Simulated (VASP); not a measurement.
Input of a VASP 6.6.1 run:

File INCAR:

```
ALGO = Normal ; EDIFF = 1E-6
ENCUT = 520 ; GGA = PE
ISIF = 2 ; ISMEAR = 0
LASPH = True ; LCHARG = False
LREAL = False ; LWAVE = False
NBANDS = 26 ; NELM = 60
PREC = Accurate ; SIGMA = 0.05
```

File KPOINTS:

```
k-points
0
Gamma
  6 6 8
```

Contents of POSCAR:

```
CuI
1.0
    3.6043336791     -3.5830144956      0.0000000000
    3.6043336791      3.5830144956      0.0000000000
    0.0000000000      0.0000000000      4.1583605299
Cu I
2 2
Direct
    0.4204388300      0.5795611700      0.7500000000
    0.5795611700      0.4204388300      0.2500000000
    0.7700426800      0.2299573200      0.7500000000
    0.2299573200      0.7700426800      0.2500000000
```

Potentials or basis: VASP PAW PBE potentials, release 64 (Cu, I).

Run with:

```console
$ cat potpaw_PBE.64/Cu/POTCAR potpaw_PBE.64/I/POTCAR > POTCAR
$ mpirun -np 1 vasp_std > vasp.out
```

**Question.** Estimate the pressure.

**Answer.** 7.2 GPa.

**Question.** Estimate the largest force.

**Answer.** 1.196 eV/Å.

**Question.** Estimate the band gap on the k mesh.

**Answer.** 1.16 eV.

Forces on the atoms (eV/Å):
```
Cu   0.000  0.388  0.000
Cu   0.000 -0.388  0.000
I    0.000 -1.196  0.000
I    0.000  1.196  0.000
```

Caveat: the cell stands under pressure; spin-orbit coupling is left out, which moves the levels of the heavy elements; forces of over 1 eV/Å act on the atoms, so gaps and moduli don't describe the material at rest. A k mesh can miss the band edges.
